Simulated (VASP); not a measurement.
Write the native input for VASP 6.6.1 that does the following.

```
Task                   : single point
Functional             : PBEsol
Potentials or basis    : VASP PAW PBE potentials, release 64 (Ge_d)
Cutoff                 : 520 eV
k mesh                 : 20 × 20 × 18
Occupations            : gaussian, width 0.15 eV
Spin                   : no spin polarisation
Dipole correction      : no
Further INCAR settings : ALGO = Normal; EDIFF = 1e-06; NBANDS = 13
```

The structure of Ge lies in POSCAR:

```
Ge
1.0
    1.4390634700     -2.6005160000      0.0000000000
    1.4390634700      2.6005160000      0.0000000000
    0.0000000000      0.0000000000      2.6982310000
Ge
1
Direct
    0.5000000000      0.5000000000      0.0000000000
```

This cell differs from its parent crystal: strain +0.0300 x Voigt [1, 0, 0, 0, 0, 0].

These files were run (other wordings do the same):

INCAR

```
  PREC = Accurate
  ENCUT = 520
  EDIFF = 1E-6
  ISMEAR = 0
  SIGMA = 0.15
  LREAL = F
  LASPH = T
  NELM = 60
  ALGO = Normal
  ISIF = 2
  LWAVE = F
  LCHARG = F
  GGA = PS
  NBANDS = 13
```

KPOINTS

```
Automatic mesh
0
Gamma
  20 20 18
```

Potentials or basis: VASP PAW PBE potentials, release 64 (Ge_d).

The run is started by

```console
$ cat potpaw_PBE.64/Ge_d/POTCAR > POTCAR
$ mpirun -np 1 vasp_std > vasp.out
```

Results of the run:

```yaml
Pressure: -5.9 GPa
Band_gap_on_the_k_mesh: zero (bands 7 and 8 overlap by 9.64 eV)
```

Caveat: the cell differs from its parent crystal (strain +0.0300 x Voigt [1, 0, 0, 0, 0, 0]); the cell stands under tension; the PAW data sets were made with another functional, which shifts forces and pressure a little.

It took 52 s on 1 thread of Intel(R) Xeon(R) 6975P-C (Granite Rapids), with other jobs on the host, peak memory 0.36 GiB.
